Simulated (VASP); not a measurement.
The system is Si2Mo.

```
Si Mo
1.0
     4.58547    0.00000    0.00000
    -2.29274    3.97113    0.00000
     0.00000    0.00000    6.57976
Si Mo
6 3
Direct
  0.16387 0.83613 0.83333
  0.32775 0.16387 0.16667
  0.83613 0.67225 0.50000
  0.83613 0.16387 0.83333
  0.67225 0.83613 0.16667
  0.16387 0.32775 0.50000
  0.50000 0.00000 0.50000
  0.00000 0.50000 0.16667
  0.50000 0.50000 0.83333
```

- Program: VASP 6.6.1
- Task: relaxation of cell and atoms
- Functional: PBEsol
- Dispersion: D3(BJ)
- Potentials or basis: VASP PAW PBE potentials, release 64 (Si, Mo_sv)
- Cutoff: 500 eV
- k mesh: 9 × 9 × 6
- Occupations: gaussian, width 0.1 eV
- Spin: no spin polarisation

At the start: pressure -7.6 GPa; volume 13.31 Å³/atom.

Task: How do energy, volume and symmetry change on relaxing?

Result: Over 10 steps the energy falls by 11.1 meV/atom and the volume is 12.86 Å³/atom (-3.4 %); space group P6_222 (No. 180, to 0.1 Å) before and after.

Step by step:
| step | energy change (eV) | largest force (eV/Å) | pressure (GPa) | volume (Å³) |
| --- | --- | --- | --- | --- |
| 1 | 0.0000 | 0.0402 | -7.60 | 119.81 |
| 2 | 0.2061 | 0.0317 | 15.74 | 109.20 |
| 3 | -0.0996 | 0.0165 | -0.13 | 115.82 |
| 4 | -0.0996 | 0.0160 | 0.03 | 115.74 |
| 5 | -0.1000 | 0.0071 | 0.03 | 115.72 |
| 6 | -0.1000 | 0.0076 | 0.03 | 115.73 |
| 7 | -0.1000 | 0.0017 | -0.04 | 115.76 |
| 8 | -0.1000 | 0.0036 | -0.02 | 115.75 |
| 9 | -0.1000 | 0.0032 | -0.02 | 115.76 |
| 10 | -0.1001 | 0.0008 | 0.01 | 115.74 |

Final structure:
```yaml
crystal:
  lattice:
    - [4.52963, 0.00000, 0.00000]
    - [-2.26481, 3.92277, 0.00000]
    - [0.00000, 0.00000, 6.51361]
  atoms:
    - { symbol: Si, position: [0.16410, 0.83590, 0.83333] }
    - { symbol: Si, position: [0.32820, 0.16410, 0.16667] }
    - { symbol: Si, position: [0.83590, 0.67180, 0.50000] }
    - { symbol: Si, position: [0.83590, 0.16410, 0.83333] }
    - { symbol: Si, position: [0.67180, 0.83590, 0.16667] }
    - { symbol: Si, position: [0.16410, 0.32820, 0.50000] }
    - { symbol: Mo, position: [0.50000, 0.00000, 0.50000] }
    - { symbol: Mo, position: [0.00000, 0.50000, 0.16667] }
    - { symbol: Mo, position: [0.50000, 0.50000, 0.83333] }
```

Caveat: the PAW data sets were made with another functional, which shifts forces and pressure a little.
